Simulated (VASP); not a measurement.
# MgO: single point with LDA

Crystal: MgO.

```
CELL_PARAMETERS angstrom
3.48638 0.00000 0.00000
-1.74319 3.01929 0.00000
0.00000 0.00000 4.17804
ATOMIC_POSITIONS crystal
Mg 0.66667 0.33333 0.75000
Mg 0.33333 0.66667 0.25000
O 0.66667 0.33333 0.25000
O 0.33333 0.66667 0.75000
```

| Quantity | Value |
| --- | --- |
| Program | VASP 6.6.1 |
| Task | single point |
| Functional | LDA |
| Potentials or basis | VASP PAW LDA potentials, release 64 (Mg_sv, O) |
| Cutoff | 840 eV |
| k mesh | 6 × 6 × 4 |
| Occupations | gaussian, width 0.01 eV |
| Spin | no spin polarisation |
| Dipole correction | no |
| Further INCAR settings | ALGO = Normal; EDIFF = 1e-06; NBANDS = 24 |

- Pressure: -3.5 GPa
- Band gap on the k mesh: 3.34 eV

Stress tensor (GPa, compression positive):
```
-3.46  0.00  0.00
 0.00 -3.46  0.00
 0.00  0.00 -3.67
```

Levels at points of the mesh, in eV from the valence-band top:
```
           k point  band 14  band 15  band 16  band 17  band 18  band 19
(0.00, 0.00, 0.00)    -0.81    -0.81     0.00     3.34     9.26    12.07
(0.50, 0.00, 0.00)    -1.99    -1.32    -0.52     6.82     8.93     9.67
(0.00, 0.00, 0.50)    -1.30    -1.30    -1.30     6.34     6.34    12.63
(0.50, 0.00, 0.50)    -1.55    -0.83    -0.83     7.15     7.15    11.79
```

Run time: 22 s on 1 thread of Intel(R) Xeon(R) Platinum 8488C (Sapphire Rapids), with other jobs on the host, peak memory 0.2 GiB.

Caveat: the cell stands under tension.
